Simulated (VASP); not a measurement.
# Ge2Sb2Te5 (P-3m1) in VASP: single point with PBE

Aim: the single point of Ge2Sb2Te5 with PBE.

All numbers are computed with VASP 6.6.1; they aren't measurements. Logs are shortened: lines on timing, memory, paths and dates and some standing lists are left out, and cuts for length are marked.

## Step 1: The cell of the first run

The structure is trigonal, space group P-3m1 (No. 164). Conventional cell: a = 4.294 Å, b = 4.294 Å, c = 17.634 Å, α = 90.00°, β = 90.00°, γ = 120.00°. Ge (site symmetry 3m) has 6 Te at 3.00 to 3.02 Å within 4.0 Å. Within 4.0 Å of Sb (site symmetry 3m) lie 6 Te at 3.01 to 3.21 Å. Te (site symmetry -3m) has 6 Ge at 3.02 Å within 4.0 Å. Within 4.0 Å of Te (site symmetry 3m) lie 3 Ge at 3.00 Å and 3 Sb at 3.21 Å. Te (site symmetry 3m) has 3 Sb at 3.01 Å and 9 Te at 4.13 to 4.29 Å within 4.3 Å.

## Step 2: Single point, PBE

INCAR

```
SYSTEM = Ge2Sb2Te5
PREC = Accurate
ENCUT = 500
EDIFF = 1E-6
ISMEAR = 0
SIGMA = 0.01
LREAL = .FALSE.
LASPH = .TRUE.
NELM = 120
ALGO = Normal
ISIF = 2
LWAVE = .FALSE.
LCHARG = .TRUE.
GGA = PE
LELF = .TRUE.
LVHAR = .TRUE.
NBANDS = 44
GGA_COMPAT = .FALSE.
```

KPOINTS

```
Automatic mesh
0
G
  9 9 2
  0 0 0
```

POSCAR

```
Ge2Sb2Te5
1.0
    4.2937149377      0.0000000000      0.0000000000
   -2.1468574689      3.7184662127      0.0000000000
    0.0000000000      0.0000000000     17.6342093308
Ge Sb Te
2 2 5
Direct
    0.3333333333      0.6666666667      0.9017794150
    0.6666666667      0.3333333333      0.0982205850
    0.0000000000      0.0000000000      0.6905599474
    0.0000000000      0.0000000000      0.3094400526
    0.0000000000      0.0000000000      0.0000000000
    0.6666666667      0.3333333333      0.8058926517
    0.3333333333      0.6666666667      0.1941073483
    0.3333333333      0.6666666667      0.5935591573
    0.6666666667      0.3333333333      0.4064408427
```

Potentials or basis: VASP PAW PBE potentials, release 64 (Ge_d, Sb, Te).

On the command line:

```sh
$ cat potpaw_PBE.64/Ge_d/POTCAR potpaw_PBE.64/Sb/POTCAR potpaw_PBE.64/Te/POTCAR > POTCAR
$ mpirun -np 1 vasp_std > vasp.out
```

OUTCAR:

```text
SYSTEM = Ge2Sb2Te5
   PREC = Accurate
   ENCUT = 500
   EDIFF = 1E-6
   ISMEAR = 0
   LREAL = .FALSE.
   LASPH = .TRUE.
   NELM = 120
   ISIF = 2
   GGA = PE

 ion  position               nearest neighbor table
   1  0.333  0.667  0.902-   6 3.00   6 3.00   6 3.00   5 3.02   5 3.02   5 3.02
   2  0.667  0.333  0.098-   7 3.00   7 3.00   7 3.00   5 3.02   5 3.02   5 3.02
   3  0.000  0.000  0.691-   8 3.01   8 3.01   8 3.01   6 3.21   6 3.21   6 3.21
   4  0.000  0.000  0.309-   9 3.01   9 3.01   9 3.01   7 3.21   7 3.21   7 3.21
   5  0.000  0.000  0.000-   1 3.02   2 3.02   2 3.02   1 3.02   2 3.02   1 3.02
   6  0.667  0.333  0.806-   1 3.00   1 3.00   1 3.00   3 3.21   3 3.21   3 3.21
   7  0.333  0.667  0.194-   2 3.00   2 3.00   2 3.00   4 3.21   4 3.21   4 3.21
   8  0.333  0.667  0.594-   3 3.01   3 3.01   3 3.01
   9  0.667  0.333  0.406-   4 3.01   4 3.01   4 3.01

  LATTYP: Found a hexagonal cell.
 ALAT       =     4.2937149377
 C/A-ratio  =     4.1069818529

  Lattice vectors:

 A1 = (   4.2937149377,   0.0000000000,   0.0000000000)
 A2 = (  -2.1468574689,   3.7184662127,   0.0000000000)
 A3 = (   0.0000000000,   0.0000000000,  17.6342093308)

Analysis of symmetry for initial positions (statically):
=====================================================================
 Subroutine PRICEL returns:
 Original cell was already a primitive cell.

 Routine SETGRP: Setting up the symmetry group for a
 hexagonal supercell.

 Subroutine GETGRP returns: Found 12 space group operations
 (whereof 12 operations were pure point group operations)
 out of a pool of 24 trial point group operations.

The static configuration has the point symmetry D_3d.

Analysis of symmetry for dynamics (positions and initial velocities):
=====================================================================
 Subroutine PRICEL returns:
 Original cell was already a primitive cell.

 Routine SETGRP: Setting up the symmetry group for a
 hexagonal supercell.

 Subroutine GETGRP returns: Found 12 space group operations
 (whereof 12 operations were pure point group operations)
 out of a pool of 24 trial point group operations.

The dynamic configuration has the point symmetry D_3d.

 Subroutine INISYM returns: Found 12 space group operations
 (whereof 12 operations are pure point group operations),
 and found     1 'primitive' translations

[... 114 lines left out ...]
   ISYM   =      2    0-nonsym 1-usesym 2-fastsym
   POTIM  = 0.5000    time-step for ionic-motion
   TEBEG  =    0.0;   TEEND  =   0.0 temperature during run
   PSTRESS=    0.0 pullay stress
   NELECT =      68.0000    total number of electrons
   NUPDOWN=      -1.0000    fix difference up-down
   EMIN   =  10.00;   EMAX   =-10.00  energy-range for DOS
   EFERMI =   0.00;   METHOD = LEGACY
   ISMEAR =     0;   SIGMA  =   0.01  broadening in eV -4-tet -1-fermi 0-gaus
   EFERMI_NEDOS =   21; number of points for ismear=-14 and -15
   IALGO  =     38    algorithm
   IMIX   =      4    mixing-type and parameters
     AMIX     =   0.40;   BMIX     =  1.00
     AMIX_MAG =   1.60;   BMIX_MAG =  1.00
  volume/ion in A,a.u.               =      31.28       211.11
  Fermi-wavevector in a.u.,A,eV,Ry     =   1.019515  1.926603 14.142032  1.039410
  Thomas-Fermi vector in A             =   2.153033
   LORBIT       =      0    0 simple, 1 ext, 2 COOP (PROOUT), +10 PAW based schemes
   GGA     = PE    functional components
   LHFCALC =     F    Hartree Fock is set to
   AEXX    =    0.0000 exact exchange contribution
   IVDW    =     0    specifies the selected vdW correction
   LEPSILON=     F    determine dielectric tensor
   LRPA    =     F    only Hartree local field effects (RPA)
 non-spin polarized calculation
 Gauss-broadening in eV      SIGMA  =   0.01
  energy-cutoff  :      500.00
  volume of cell :      281.55
 maximum number of plane-waves:      7194
 NGX is ok and might be reduce to    32
   NGX = 15   NGY = 15   NGZ = 65

 number of electron      68.0000014 magnetization

 Free energy of the ion-electron system (eV)
  ---------------------------------------------------
  ext. energy  EPLUGINS =         0.00000000
  ---------------------------------------------------
  free energy    TOTEN  =       -33.99811787 eV

  energy without entropy =      -33.99811787  energy(sigma->0) =      -33.99811787

 E-fermi :   5.7482     XC(G=0):  -9.2507

 val. band max:        5.6297780602   @ k =   0.0000   0.0000   0.0000
 cond. band min:       6.2060258178   @ k =   0.0000   0.0000   0.0000
 fundamental gap:      0.5762477577
 Fermi energy:         5.7481652811

 k-point     1 :       0.0000    0.0000    0.0000
  band No.  band energies     occupation
      1     -19.0652      2.00000
      2     -19.0652      2.00000
      3     -19.0646      2.00000
      4     -19.0646      2.00000
      5     -19.0611      2.00000
      6     -19.0609      2.00000
[... 1117 lines left out ...]
     43       9.7980      0.00000
     44      10.7852      0.00000

------------------------ aborting loop because EDIFF is reached ----------------------------------------

  FORCE on cell =-STRESS in cart. coord.  units (eV):
  Direction    XX          YY          ZZ          XY          YZ          ZX
  --------------------------------------------------------------------------------------
  -------------------------------------------------------------------------------------
  Total       -0.4683827     -0.4683827     -0.4086105      0.0000000      0.0000000     -0.0000000
  in kB       -2.6653753     -2.6653753     -2.3252360      0.0000000      0.0000000     -0.0000000
  external PRESSURE =      -2.5519955 kB  Pullay stress =       0.0000000 kB

 VOLUME and BASIS-vectors are now :
 -----------------------------------------------------------------------------
  energy-cutoff  :      500.00
  volume of cell :      281.55
      direct lattice vectors                 reciprocal lattice vectors
     4.293714938  0.000000000  0.000000000     0.232898554  0.134464043  0.000000000
    -2.146857469  3.718466213  0.000000000     0.000000000  0.268928086  0.000000000
     0.000000000  0.000000000 17.634209331     0.000000000  0.000000000  0.056707958

 POSITION                                       TOTAL-FORCE (eV/Angst)
 -----------------------------------------------------------------------------------
     -0.00000      2.47898     15.90217        -0.000000     -0.000000     -0.007502
      2.14686      1.23949      1.73204        -0.000000      0.000000      0.007502
      0.00000      0.00000     12.17748         0.000000      0.000000      0.015151
      0.00000      0.00000      5.45673         0.000000     -0.000000     -0.015151
      0.00000      0.00000      0.00000         0.000000     -0.000000      0.000000
      2.14686      1.23949     14.21128         0.000000     -0.000000     -0.010530
     -0.00000      2.47898      3.42293         0.000000     -0.000000      0.010530
     -0.00000      2.47898     10.46695         0.000000     -0.000000     -0.010787
      2.14686      1.23949      7.16726         0.000000     -0.000000      0.010787
 -----------------------------------------------------------------------------------
    total drift:                               -0.000000      0.000000      0.000000

  FREE ENERGIE OF THE ION-ELECTRON SYSTEM (eV)
  ---------------------------------------------------
  free  energy   TOTEN  =       -33.9981178657 eV

  energy  without entropy=      -33.9981178657  energy(sigma->0) =      -33.99811787
```

OSZICAR:

```text
N       E                     dE             d eps       ncg     rms          rms(c)
DAV:   1     0.592204033932E+03    0.59220E+03   -0.26668E+04  2584   0.196E+03
DAV:   2     0.636864067898E+02   -0.52852E+03   -0.50741E+03  2232   0.561E+02
[... 11 lines left out ...]
DAV:  14    -0.339985248831E+02    0.12515E-04   -0.77555E-05  2524   0.318E-02    0.502E-01
DAV:  15    -0.339985421871E+02   -0.17304E-04   -0.28397E-06  2100   0.819E-03    0.507E-01
DAV:  16    -0.339982405506E+02    0.30164E-03   -0.19151E-04  2568   0.465E-02    0.411E-01
DAV:  17    -0.339981158222E+02    0.12473E-03   -0.90548E-05  2408   0.316E-02    0.349E-01
DAV:  18    -0.339981179824E+02   -0.21602E-05   -0.64918E-06  2376   0.945E-03    0.342E-01
DAV:  19    -0.339981178657E+02    0.11669E-06   -0.20501E-07  1308   0.255E-03
   1 F= -.33998118E+02 E0= -.33998118E+02  d E =-.471215E-65
```

stdout:

```text
POSCAR found type information on POSCAR GeSbTe
 POSCAR found :  3 types and       9 ions
 scaLAPACK will be used
 LDA part: xc-table for (Slater+PW92), standard interpolation
 POSCAR, INCAR and KPOINTS ok, starting setup
 FFT: planning ... GRIDC
 FFT: planning ... GRID_SOFT
 FFT: planning ... GRID
 WAVECAR not read
 entering main loop
```

Run time: 8.8 min. Hardware: 1 thread of Oxide Virtual Turin-like, shared host; peak memory 0.49 GiB.

What came out:

- Free energy: -33.9981 eV
- Pressure: -0.3 GPa
- Largest force: 0.015 eV/Å
- Band gap on the k mesh: 0.58 eV

Forces on the atoms (eV/Å):
```
Ge   0.000  0.000 -0.008
Ge   0.000  0.000  0.008
Sb   0.000  0.000  0.015
Sb   0.000  0.000 -0.015
Te   0.000  0.000  0.000
Te   0.000  0.000 -0.011
Te   0.000  0.000  0.011
Te   0.000  0.000 -0.011
Te   0.000  0.000  0.011
```

Levels at points of the mesh, in eV from the valence-band top:
```csv
k point,band 30,band 31,band 32,band 33,band 34,band 35,band 36,band 37,band 38,band 39
"(0.00, 0.00, 0.00)",-1.02,-1.02,-0.85,-0.58,0.00,0.58,0.62,0.62,1.13,1.13
"(0.00, 0.00, 0.50)",-1.11,-1.06,-1.06,-0.42,-0.10,0.68,0.71,0.71,0.98,0.98
```

Caveat: spin-orbit coupling is left out, which moves the levels of the heavy elements; this functional lacks dispersion, which binds layers or chains, so the pressure and a relaxed spacing across them are unreliable. A k mesh can miss the band edges.
